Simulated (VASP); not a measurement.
# NiPt (P4/mmm) in VASP: a series of runs, part 2 of 2

VASP 6.6.1. Earlier steps stand in the parts before.

## Step 3: Single point, LDA, non-collinear spin, typed start

File INCAR:

```
SYSTEM = NiPt
  PREC = Accurate
  ENCUT = 520
  EDIFF = 1E-7
  ISMEAR = -1
  SIGMA = 0.1
  LREAL = .False.
  LASPH = .True.
  NELM = 150
  ALGO = Normal
  ISIF = 2
  LWAVE = .False.
  LCHARG = .True.
  LNONCOLLINEAR = .True.
  MAGMOM = 0 0 0.4 0 0 -0.2
  LORBIT = 11
  LMAXMIX = 4
  GGA = CA
  LVHAR = .True.
  NBANDS = 32
```

File KPOINTS:

```
Automatic mesh
0
Gamma
  11 11 8
  0 0 0
```

File POSCAR:

```
NiPt
1.0
    2.7099397941      0.0000000000      0.0000000000
    0.0000000000      2.7099397941      0.0000000000
    0.0000000000      0.0000000000      3.5783200000
Ni Pt
1 1
Direct
    0.5000000000      0.5000000000      0.5000000000
    0.0000000000      0.0000000000      0.0000000000
```

Potentials or basis: VASP PAW LDA potentials, release 64 (Ni, Pt).

Launch:

```
$ cat potpaw_LDA.64/Ni/POTCAR potpaw_LDA.64/Pt/POTCAR > POTCAR
$ mpirun -np 1 vasp_ncl > vasp.out
```

OUTCAR:

```text
SYSTEM = NiPt
   PREC = Accurate
   ENCUT = 520
   EDIFF = 1E-7
   ISMEAR = -1
   LREAL = .False.
   LASPH = .True.
   NELM = 150
   ISIF = 2
   LNONCOLLINEAR = .True.
   LORBIT = 11
   GGA = CA

 ion  position               nearest neighbor table
   1  0.500  0.500  0.500-   2 2.62   2 2.62   2 2.62   2 2.62   2 2.62   2 2.62   2 2.62   2 2.62

   2  0.000  0.000  0.000-   1 2.62   1 2.62   1 2.62   1 2.62   1 2.62   1 2.62   1 2.62   1 2.62

  LATTYP: Found a simple tetragonal cell.
 ALAT       =     2.7099397941
 C/A-ratio  =     1.3204426193

  Lattice vectors:

 A1 = (   2.7099397941,   0.0000000000,   0.0000000000)
 A2 = (   0.0000000000,   2.7099397941,   0.0000000000)
 A3 = (   0.0000000000,   0.0000000000,   3.5783200000)

Analysis of symmetry for initial positions (statically):
=====================================================================
 Subroutine PRICEL returns:
 Original cell was already a primitive cell.

 Routine SETGRP: Setting up the symmetry group for a
 simple tetragonal supercell.

 Subroutine GETGRP returns: Found 16 space group operations
 (whereof 16 operations were pure point group operations)
 out of a pool of 16 trial point group operations.

The static configuration has the point symmetry D_4h.

Analysis of symmetry for dynamics (positions and initial velocities):
=====================================================================
 Subroutine PRICEL returns:
 Original cell was already a primitive cell.

 Routine SETGRP: Setting up the symmetry group for a
 simple tetragonal supercell.

 Subroutine GETGRP returns: Found 16 space group operations
 (whereof 16 operations were pure point group operations)
 out of a pool of 16 trial point group operations.

The dynamic configuration has the point symmetry D_4h.

Analysis of structural, dynamic, and magnetic symmetry:
[... 158 lines left out ...]

 E-fermi :  10.0261     XC(G=0): -13.5767

 val. band max:       10.0251538478   @ k =   0.4545   0.4545   0.0000
 cond. band min:      10.0272347788   @ k =  -0.3636   0.2727  -0.1250
 fundamental gap:      0.0020809310
 Fermi energy:        10.0260758503

 k-point     1 :       0.0000    0.0000    0.0000
  band No.  band energies     occupation
      1       0.3974      1.00000
      2       0.4171      1.00000
      3       4.0024      1.00000
      4       4.0613      1.00000
      5       4.0840      1.00000
      6       4.1420      1.00000
[... 829 lines left out ...]
     31      25.4266      0.00000
     32      25.4702      0.00000

 [... further k-points ...]

------------------------ aborting loop because EDIFF is reached ----------------------------------------

  FORCE on cell =-STRESS in cart. coord.  units (eV):
  Direction    XX          YY          ZZ          XY          YZ          ZX
  --------------------------------------------------------------------------------------
  -------------------------------------------------------------------------------------
  Total       -2.0823254     -2.0823254     -1.9321408      0.0000000     -0.0000000     -0.0000000
  in kB     -126.9581880   -126.9581880   -117.8015167      0.0000010     -0.0000000     -0.0000000
  external PRESSURE =    -123.9059642 kB  Pullay stress =       0.0000000 kB

 VOLUME and BASIS-vectors are now :
 -----------------------------------------------------------------------------
  energy-cutoff  :      520.00
  volume of cell :       26.28
      direct lattice vectors                 reciprocal lattice vectors
     2.709939794  0.000000000  0.000000000     0.369011888  0.000000000  0.000000000
     0.000000000  2.709939794  0.000000000     0.000000000  0.369011888  0.000000000
     0.000000000  0.000000000  3.578320000     0.000000000  0.000000000  0.279460753

 POSITION                                       TOTAL-FORCE (eV/Angst)
 -----------------------------------------------------------------------------------
      1.35497      1.35497      1.78916         0.000000      0.000000      0.000000
      0.00000      0.00000      0.00000         0.000000      0.000000      0.000000
 -----------------------------------------------------------------------------------
    total drift:                               -0.000000      0.000000      0.000000

  FREE ENERGIE OF THE ION-ELECTRON SYSTEM (eV)
  ---------------------------------------------------
  free  energy   TOTEN  =       -14.2546540194 eV

  energy  without entropy=      -14.1323246686  energy(sigma->0) =      -14.19348934

 total charge

# of ion       s       p       d       tot
------------------------------------------
    1        0.439   0.462   8.342   9.243
    2        0.701   0.633   8.035   9.369
--------------------------------------------------
tot          1.140   1.096  16.377  18.613

 magnetization (x)

# of ion       s       p       d       tot
------------------------------------------
    1       -0.000  -0.000  -0.000  -0.000
    2       -0.000   0.000   0.000  -0.000
--------------------------------------------------
tot         -0.000  -0.000  -0.000  -0.000

 magnetization (y)

# of ion       s       p       d       tot
------------------------------------------
    1        0.000   0.000   0.000   0.000
    2       -0.000   0.000   0.000   0.000
--------------------------------------------------
tot         -0.000   0.000   0.000   0.000

 magnetization (z)

# of ion       s       p       d       tot
------------------------------------------
    1       -0.001  -0.002   0.248   0.245
    2       -0.002  -0.006   0.109   0.102
--------------------------------------------------
tot         -0.002  -0.008   0.357   0.347
```

OSZICAR:

```text
N       E                     dE             d eps       ncg     rms          rms(c)
DAV:   1     0.144791390236E+03    0.14479E+03   -0.91298E+03 10088   0.154E+03
DAV:   2    -0.586180288411E+01   -0.15065E+03   -0.13927E+03 10216   0.338E+02
DAV:   3    -0.155463357226E+02   -0.96845E+01   -0.92783E+01 11536   0.948E+01
DAV:   4    -0.157245366103E+02   -0.17820E+00   -0.17792E+00 11296   0.123E+01
DAV:   5    -0.157305261033E+02   -0.59895E-02   -0.59892E-02 12568   0.223E+00    0.161E+01
DAV:   6    -0.166355345021E+02   -0.90501E+00   -0.99849E+00 11832   0.887E+01    0.168E+01
DAV:   7    -0.143822600862E+02    0.22533E+01   -0.58184E+00 12024   0.876E+01    0.673E+00
DAV:   8    -0.142656964385E+02    0.11656E+00   -0.50833E-01 14176   0.120E+01    0.213E+00
DAV:   9    -0.142564902362E+02    0.92062E-02   -0.26545E-02 11488   0.195E+00    0.808E-01
DAV:  10    -0.142549802000E+02    0.15100E-02   -0.11003E-03 14632   0.578E-01    0.296E-01
DAV:  11    -0.142546717831E+02    0.30842E-03   -0.19674E-04 14200   0.316E-01    0.101E-01
DAV:  12    -0.142546619215E+02    0.98615E-05   -0.46491E-05 11832   0.852E-02    0.453E-02
DAV:  13    -0.142546547017E+02    0.72199E-05   -0.32544E-06 14904   0.393E-02    0.134E-02
DAV:  14    -0.142546543145E+02    0.38721E-06   -0.86091E-07 14968   0.161E-02    0.423E-03
DAV:  15    -0.142546540800E+02    0.23447E-06   -0.94931E-08  7920   0.727E-03    0.364E-03
DAV:  16    -0.142546540194E+02    0.60637E-07   -0.56611E-08  6128   0.543E-03
   1 F= -.14254654E+02 E0= -.14193489E+02  d E =-.122329E+00  mag=    -0.0000     0.0000     0.3468
```

Run time: 2.2 min. Hardware: 1 thread of AMD EPYC 9R45 (Zen 5), shared host; peak memory 0.28 GiB.

What came out:

```
Free energy                                           : -14.2547 eV
Pressure                                              : -12.4 GPa
Band gap on the k mesh                                : zero (band 20 reaches 10.72 eV, above the bottom of band 21 at 9.13 eV)
Net moment                                            : 0.35 μB per cell
Valence electrons inside the program's atomic spheres : Ni 9.24; Pt 9.37
```

Stress tensor (GPa, compression positive):
```
-12.70   0.00   0.00
  0.00 -12.70   0.00
  0.00   0.00 -11.78
```

Levels at points of the mesh, in eV from the Fermi level:
```
           k point  band 18  band 19  band 20  band 21  band 22  band 23
(0.00, 0.00, 0.00)     0.13     0.17     0.17     0.37     0.37     3.07
(0.00, 0.00, 0.50)    -1.25    -1.20    -1.20    -0.89    -0.65    -0.61
```

Moments on the atoms (μB; x, y, z):
```
Ni  0.00 0.00 0.24
Pt  0.00 0.00 0.10
```

Caveat: spin-orbit coupling is left out, which moves the levels of the heavy elements.
